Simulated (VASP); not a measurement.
A run of VASP 6.6.1:

File INCAR:

```
PREC     = Accurate       # precision mode
ENCUT    = 520            # plane-wave cutoff, eV
EDIFF    = 1E-7           # SCF threshold, eV
ISMEAR   = 0              # smearing method
SIGMA    = 0.025          # smearing width, eV
LREAL    = F              # projectors in reciprocal space
LASPH    = T              # aspherical terms in the spheres
NELM     = 150            # most SCF steps
ALGO     = Normal         # electronic algorithm
ISIF     = 2              # what is computed and relaxed
LWAVE    = F              # write WAVECAR
LCHARG   = T              # write CHGCAR
ISPIN    = 2              # spin polarisation
MAGMOM   = 1.5            # initial moments
LORBIT   = 11             # projections on sites
LMAXMIX  = 4              # l up to which the mixer works
GGA      = PE             # functional
LELF     = T              # ELF
LVHAR    = T            
NBANDS   = 15             # bands
```

The input KPOINTS:

```
regular mesh
0
Gamma
  16 16 16
```

POSCAR

```
Ni
1.0
    2.4917520000      0.0000000000      0.0000000000
    1.2458760000      2.1579205319      0.0000000000
    1.2458760000      0.7193068440      2.0345069885
Ni
1
Direct
    0.0000000000      0.0000000000      0.0000000000
```

Potentials or basis: VASP PAW PBE potentials, release 64 (Ni).

The run is started by

```bash
$ cat potpaw_PBE.64/Ni/POTCAR > POTCAR
$ mpirun -np 1 vasp_std > vasp.out
```

Hardware: 1 thread of Intel(R) Xeon(R) 6975P-C (Granite Rapids), on a shared host.

How long does it take, and how much memory?

It took 26 s on 1 thread of Intel(R) Xeon(R) 6975P-C (Granite Rapids), on a shared host, peak memory 0.15 GiB. Counts: scf iterations 15, k points 145.
